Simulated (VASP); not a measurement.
# O (Fd-3m) in VASP: further runs

O is run at these levels: PBE; tasks: single point.

Program: VASP 6.6.1. These are calculated values, not measurements. Logs are shortened: lines on timing, memory, paths and dates and some standing lists are left out, and cuts for length are marked.

## (1) The cell of the first run

It takes space group Fd-3m (No. 227, cubic). Conventional cell: a = 4.405 Å, b = 4.405 Å, c = 4.405 Å, α = 90.00°, β = 90.00°, γ = 90.00°. O (site symmetry -43m) has 4 O at 1.91 Å within 2.5 Å.

## (2) Single point, PBE

The input, INCAR:

```
ALGO = Normal ; EDIFF = 1E-6
ENCUT = 600 ; GGA = PE
GGA_COMPAT = F ; ISIF = 2
ISMEAR = -1 ; LASPH = T
LCHARG = F ; LREAL = F
LWAVE = F ; NBANDS = 13
NELM = 120 ; PREC = Accurate
SIGMA = 0.1
```

The input, KPOINTS:

```
k-points
0
Gamma
  4 4 4
```

The input, POSCAR:

```
O
1.0
   -2.2023432717      0.0000000000      2.2023432717
    0.0000000000      2.2023432717      2.2023432717
   -2.2023432717      2.2023432717      0.0000000000
O
2
Direct
    0.0000000000      0.0000000000      0.0000000000
    0.2500000000      0.2500000000      0.2500000000
```

Potentials or basis: VASP PAW PBE potentials, release 64 (O).

On the command line:

```sh
> cat potpaw_PBE.64/O/POTCAR > POTCAR
> mpirun -np 1 vasp_std > vasp.out
```

OUTCAR:

```text
EDIFF = 1E-6
   ENCUT = 600
   GGA = PE
   ISIF = 2
   ISMEAR = -1
   LASPH = T
   LREAL = F
   NELM = 120
   PREC = Accurate

 ion  position               nearest neighbor table
   1  0.000  0.000  0.000-   2 1.91   2 1.91   2 1.91   2 1.91
   2  0.250  0.250  0.250-   1 1.91   1 1.91   1 1.91   1 1.91

  LATTYP: Found a face centered cubic cell.
 ALAT       =     4.4046865434

  Lattice vectors:

 A1 = (  -2.2023432717,   0.0000000000,   2.2023432717)
 A2 = (   0.0000000000,   2.2023432717,   2.2023432717)
 A3 = (  -2.2023432717,   2.2023432717,   0.0000000000)

Analysis of symmetry for initial positions (statically):
=====================================================================
 Subroutine PRICEL returns:
 Original cell was already a primitive cell.

 Routine SETGRP: Setting up the symmetry group for a
 face centered cubic supercell.

 Subroutine GETGRP returns: Found 48 space group operations
 (whereof 24 operations were pure point group operations)
 out of a pool of 48 trial point group operations.

The static configuration has the point symmetry T_d .
 The point group associated with its full space group is O_h .

Analysis of symmetry for dynamics (positions and initial velocities):
=====================================================================
 Subroutine PRICEL returns:
 Original cell was already a primitive cell.

 Routine SETGRP: Setting up the symmetry group for a
 face centered cubic supercell.

 Subroutine GETGRP returns: Found 48 space group operations
 (whereof 24 operations were pure point group operations)
 out of a pool of 48 trial point group operations.

The dynamic configuration has the point symmetry T_d .
 The point group associated with its full space group is O_h .

 Subroutine INISYM returns: Found 48 space group operations
 (whereof 24 operations are pure point group operations),
 and found     1 'primitive' translations

----------------------------------------------------------------------------------------

                                     Primitive cell

  volume of cell :      21.3641

  direct lattice vectors                    reciprocal lattice vectors
    -2.202343272  0.000000000  2.202343272    -0.227030911 -0.227030911  0.227030911
     0.000000000  2.202343272  2.202343272     0.227030911  0.227030911  0.227030911
    -2.202343272  2.202343272  0.000000000    -0.227030911  0.227030911 -0.227030911

  length of vectors
     3.114583724  3.114583724  3.114583724     0.393229073  0.393229073  0.393229073

  position of ions in fractional coordinates (direct lattice)
     0.000000000  0.000000000  0.000000000
     0.250000000  0.250000000  0.250000000

  ion indices of the primitive-cell ions
   primitive index   ion index
                 1           1
                 2           2

----------------------------------------------------------------------------------------

 KPOINTS: k-points

Automatic generation of k-mesh.
 Grid dimensions read from file:
 generate k-points for:    4    4    4

 Generating k-lattice:

  Cartesian coordinates                     Fractional coordinates (reciprocal lattice)
    -0.056757728 -0.056757728  0.056757728     0.250000000  0.000000000  0.000000000
     0.056757728  0.056757728  0.056757728     0.000000000  0.250000000  0.000000000
    -0.056757728  0.056757728 -0.056757728     0.000000000  0.000000000  0.250000000

  Length of vectors
     0.098307268  0.098307268  0.098307268

  Shift w.r.t. Gamma in fractional coordinates (k-lattice)
     0.000000000  0.000000000  0.000000000

 Subroutine IBZKPT returns following result:
 ===========================================

 Found      8 irreducible k-points:

 Following reciprocal coordinates:
            Coordinates               Weight
  0.000000  0.000000  0.000000      1.000000
  0.250000  0.000000  0.000000      8.000000
  0.500000  0.000000  0.000000      4.000000
  0.250000  0.250000  0.000000      6.000000
  0.500000  0.250000  0.000000     24.000000
 -0.250000  0.250000  0.000000     12.000000
  0.500000  0.500000  0.000000      3.000000
 -0.250000  0.500000  0.250000      6.000000
   k-points           NKPTS =      8   k-points in BZ     NKDIM =      8   number of bands    NBANDS=     13
   number of dos      NEDOS =    301   number of ions     NIONS =      2
   total plane-waves  NPLWV =  21952
   dimension x,y,z NGX =    28 NGY =   28 NGZ =   28
   dimension x,y,z NGXF=    56 NGYF=   56 NGZF=   56
   ions per type =               2
   NGX,Y,Z   is equivalent  to a cutoff of  14.95, 14.95, 14.95 a.u.
   NGXF,Y,Z  is equivalent  to a cutoff of  29.89, 29.89, 29.89 a.u.
 SYSTEM =  unknown system
   PREC   = accura    normal or accurate (medium, high low for compatibility)
   ISTART =      0    job   : 0-new  1-cont  2-samecut
   ICHARG =      2    charge: 1-file 2-atom 10-const
   ISPIN  =      1    spin polarized calculation?
   LNONCOLLINEAR =      F non collinear calculations
   LSORBIT =      F    spin-orbit coupling
   LASPH  =      T    aspherical Exc in radial PAW
   ENCUT  =  600.0 eV  44.10 Ry    6.64 a.u.   6.22  6.22  6.22*2*pi/ulx,y,z
   NELM   =    120;   NELMIN=  2; NELMDL= -5     # of ELM steps
   EDIFF  = 0.1E-05   stopping-criterion for ELM
   LREAL  =      F    real-space projection
   EDIFFG = 0.1E-04   stopping-criterion for IOM
   NSW    =      0    number of steps for IOM
   IBRION =     -1    ionic relax: 0-MD 1-quasi-New 2-CG
   NFREE  =      0    steps in history (QN), initial steepest desc. (CG)
   ISIF   =      2    stress and relaxation
   ISYM   =      2    0-nonsym 1-usesym 2-fastsym
   POTIM  = 0.5000    time-step for ionic-motion
   TEBEG  =    0.0;   TEEND  =   0.0 temperature during run
   PSTRESS=    0.0 pullay stress
   NELECT =      12.0000    total number of electrons
   NUPDOWN=      -1.0000    fix difference up-down
   EMIN   =  10.00;   EMAX   =-10.00  energy-range for DOS
   EFERMI =   0.00;   METHOD = LEGACY
   ISMEAR =    -1;   SIGMA  =   0.10  broadening in eV -4-tet -1-fermi 0-gaus
   EFERMI_NEDOS =   21; number of points for ismear=-14 and -15
   IALGO  =     38    algorithm
   IMIX   =      4    mixing-type and parameters
     AMIX     =   0.40;   BMIX     =  1.00
     AMIX_MAG =   1.60;   BMIX_MAG =  1.00
  volume/ion in A,a.u.               =      10.68        72.09
  Fermi-wavevector in a.u.,A,eV,Ry     =   1.350746  2.552539 24.824016  1.824514
  Thomas-Fermi vector in A             =   2.478225
   LORBIT       =      0    0 simple, 1 ext, 2 COOP (PROOUT), +10 PAW based schemes
   GGA     = PE    functional components
   LHFCALC =     F    Hartree Fock is set to
   AEXX    =    0.0000 exact exchange contribution
   IVDW    =     0    specifies the selected vdW correction
   LEPSILON=     F    determine dielectric tensor
   LRPA    =     F    only Hartree local field effects (RPA)
 non-spin polarized calculation
  energy-cutoff  :      600.00
  volume of cell :       21.36
 maximum number of plane-waves:       725
 NGX is ok and might be reduce to    28
   NGX = 13   NGY = 13   NGZ = 13

 number of electron      11.9999999 magnetization

 Free energy of the ion-electron system (eV)
  ---------------------------------------------------
  ext. energy  EPLUGINS =         0.00000000
  ---------------------------------------------------
  free energy    TOTEN  =        -6.17453784 eV

  energy without entropy =       -6.10507478  energy(sigma->0) =       -6.13980631

 E-fermi :   0.4409     XC(G=0):  -9.9348

 val. band max:        0.3975520592   @ k =   0.2500   0.0000   0.0000
 cond. band min:       0.5441879568   @ k =   0.2500   0.0000   0.0000
 fundamental gap:      0.1466358976
 Fermi energy:         0.4409120382

 k-point     1 :       0.0000    0.0000    0.0000
  band No.  band energies     occupation
      1     -20.9722      2.00000
      2     -13.1961      2.00000
      3      -3.3257      2.00000
      4      -3.3257      2.00000
      5      -3.3257      2.00000
      6      -0.2106      1.99704
      7      -0.2106      1.99704
      8      -0.2106      1.99704
      9      10.2919      0.00000
     10      24.0960      0.00000
     11      24.0960      0.00000
     12      24.0961      0.00000
     13      24.5405      0.00000

 k-point     2 :       0.2500    0.0000    0.0000
  band No.  band energies     occupation
      1     -20.2973      2.00000
      2     -14.3600      2.00000
      3      -3.9450      2.00000
      4      -3.8522      2.00000
      5      -3.8522      2.00000
      6       0.3976      1.21347
      7       0.3976      1.21347
      8       0.5442      0.52510
      9      11.8853      0.00000
     10      19.8073      0.00000
     11      21.1771      0.00000
     12      21.1771      0.00000
     13      27.4651      0.00000

 k-point     3 :       0.5000    0.0000    0.0000
  band No.  band energies     occupation
      1     -19.2684      2.00000
      2     -15.8308      2.00000
      3      -4.5869      2.00000
      4      -4.2470      2.00000
      5      -4.2470      2.00000
      6       0.8523      0.03215
      7       0.8523      0.03215
      8       1.5455      0.00003
      9      13.8209      0.00000
     10      16.4627      0.00000
     11      20.5749      0.00000
     12      20.5749      0.00000
     13      28.5838      0.00000

 k-point     4 :       0.2500    0.2500    0.0000
  band No.  band energies     occupation
      1     -20.0398      2.00000
      2     -14.7281      2.00000
      3      -4.5208      2.00000
      4      -4.5208      2.00000
      5      -2.4676      2.00000
      6      -1.0411      2.00000
      7       1.1370      0.00189
      8       1.1370      0.00189
      9      12.3235      0.00000
     10      16.5739      0.00000
     11      24.2153      0.00000
     12      24.2153      0.00000
     13      26.4474      0.00000

 k-point     5 :       0.5000    0.2500    0.0000
  band No.  band energies     occupation
      1     -18.8258      2.00000
      2     -16.3068      2.00000
      3      -5.6862      2.00000
      4      -4.8370      2.00000
      5      -2.3477      2.00000
      6      -0.3385      1.99918
      7       1.5449      0.00003
      8       1.8121      0.00000
      9      13.5432      0.00000
     10      15.1173      0.00000
     11      22.0251      0.00000
     12      22.2629      0.00000
     13      28.3672      0.00000

 k-point     6 :      -0.2500    0.2500    0.0000
  band No.  band energies     occupation
      1     -19.3257      2.00000
      2     -15.6997      2.00000
      3      -5.6793      2.00000
      4      -4.2742      2.00000
      5      -2.7815      2.00000
      6       0.2819      1.66140
      7       0.9216      0.01621
      8       1.5857      0.00002
      9      13.1138      0.00000
     10      16.6136      0.00000
     11      20.2400      0.00000
     12      22.3379      0.00000
     13      28.6237      0.00000

 k-point     7 :       0.5000    0.5000    0.0000
  band No.  band energies     occupation
      1     -17.6169      2.00000
      2     -17.6169      2.00000
      3      -5.3152      2.00000
      4      -5.3152      2.00000
      5      -1.7353      2.00000
      6      -1.7353      2.00000
      7       2.1200      0.00000
      8       2.1200      0.00000
      9      13.8749      0.00000
     10      13.8749      0.00000
     11      23.8859      0.00000
     12      23.8859      0.00000
     13      28.3332      0.00000

 k-point     8 :      -0.2500    0.5000    0.2500
  band No.  band energies     occupation
      1     -17.6037      2.00000
      2     -17.6037      2.00000
      3      -5.6720      2.00000
      4      -5.6720      2.00000
      5      -1.0440      2.00000
      6      -1.0440      2.00000
      7       1.8468      0.00000
      8       1.8468      0.00000
      9      14.0121      0.00000
     10      14.0121      0.00000
     11      22.5578      0.00000
     12      22.5578      0.00000
     13      29.2914      0.00000

------------------------ aborting loop because EDIFF is reached ----------------------------------------

  FORCE on cell =-STRESS in cart. coord.  units (eV):
  Direction    XX          YY          ZZ          XY          YZ          ZX
  --------------------------------------------------------------------------------------
  -------------------------------------------------------------------------------------
  Total        0.0936846      0.0936846      0.0936846      0.0000000     -0.0000000      0.0000000
  in kB        7.0257681      7.0257681      7.0257681      0.0000000     -0.0000000      0.0000000
  external PRESSURE =       7.0257681 kB  Pullay stress =       0.0000000 kB

 VOLUME and BASIS-vectors are now :
 -----------------------------------------------------------------------------
  energy-cutoff  :      600.00
  volume of cell :       21.36
      direct lattice vectors                 reciprocal lattice vectors
    -2.202343272  0.000000000  2.202343272    -0.227030911 -0.227030911  0.227030911
     0.000000000  2.202343272  2.202343272     0.227030911  0.227030911  0.227030911
    -2.202343272  2.202343272  0.000000000    -0.227030911  0.227030911 -0.227030911

 POSITION                                       TOTAL-FORCE (eV/Angst)
 -----------------------------------------------------------------------------------
      0.00000      0.00000      0.00000         0.000000     -0.000000     -0.000000
     -1.10117      1.10117      1.10117        -0.000000      0.000000      0.000000
 -----------------------------------------------------------------------------------
    total drift:                               -0.000000      0.000000      0.000000

  FREE ENERGIE OF THE ION-ELECTRON SYSTEM (eV)
  ---------------------------------------------------
  free  energy   TOTEN  =        -6.1745378358 eV

  energy  without entropy=       -6.1050747815  energy(sigma->0) =       -6.13980631
```

It took 4.2 s on 1 thread of Intel Xeon 8259CL, shared host; peak memory 0.14 GiB.

What came out:

* Free energy: -6.1745 eV
* Pressure: 0.7 GPa
* Band gap on the k mesh: zero (band 6 reaches 0.85 eV, above the bottom of band 7 at -0.21 eV)

Levels at points of the mesh, in eV from the Fermi level:
| k point | band 4 | band 5 | band 6 | band 7 | band 8 | band 9 |
| --- | --- | --- | --- | --- | --- | --- |
| (0.00, 0.00, 0.00) | -3.77 | -3.77 | -0.65 | -0.65 | -0.65 | 9.85 |
| (0.50, 0.00, 0.00) | -4.69 | -4.69 | 0.41 | 0.41 | 1.10 | 13.38 |
| (0.50, 0.50, 0.00) | -5.76 | -2.18 | -2.18 | 1.68 | 1.68 | 13.43 |

Caveat: the k points lie up to 0.62 Å⁻¹ apart.

## (3) Single point, PBE

The input, INCAR:

```
SYSTEM = O
  PREC = Accurate
  ENCUT = 600
  EDIFF = 1E-6
  ISMEAR = -1
  SIGMA = 0.1
  LREAL = .FALSE.
  LASPH = .TRUE.
  NELM = 120
  ALGO = Normal
  ISIF = 2
  LWAVE = .FALSE.
  LCHARG = .TRUE.
  GGA = PE
  LELF = .TRUE.
  LVHAR = .TRUE.
  NBANDS = 13
  GGA_COMPAT = .FALSE.
```

The input, KPOINTS:

```
Automatic mesh
0
G
  4 4 4
  0 0 0
```

POSCAR is that of step 2.

Potentials or basis: VASP PAW PBE potentials, release 64 (O).

On the command line:

```sh
> cat potpaw_PBE.64/O/POTCAR > POTCAR
> mpirun -np 1 vasp_std > vasp.out
```

Wall time 5 s (1 thread of Intel Xeon 8259CL, shared host); peak memory 0.14 GiB.

Results (log left out):

- Free energy: -6.1745 eV
- Pressure: 0.7 GPa
- Band gap on the k mesh: zero (band 6 reaches 0.85 eV, above the bottom of band 7 at -0.21 eV)

Levels at points of the mesh, in eV from the Fermi level:
| k point | band 2 | band 3 | band 4 | band 5 | band 6 | band 7 | band 8 | band 9 | band 10 | band 11 |
| --- | --- | --- | --- | --- | --- | --- | --- | --- | --- | --- |
| (0.00, 0.00, 0.00) | -13.64 | -3.77 | -3.77 | -3.77 | -0.65 | -0.65 | -0.65 | 9.85 | 23.66 | 23.66 |
| (0.50, 0.00, 0.00) | -16.27 | -5.03 | -4.69 | -4.69 | 0.41 | 0.41 | 1.10 | 13.38 | 16.02 | 20.13 |
| (0.50, 0.50, 0.00) | -18.06 | -5.76 | -5.76 | -2.18 | -2.18 | 1.68 | 1.68 | 13.43 | 13.43 | 23.44 |

Caveat: the k points lie up to 0.62 Å⁻¹ apart.
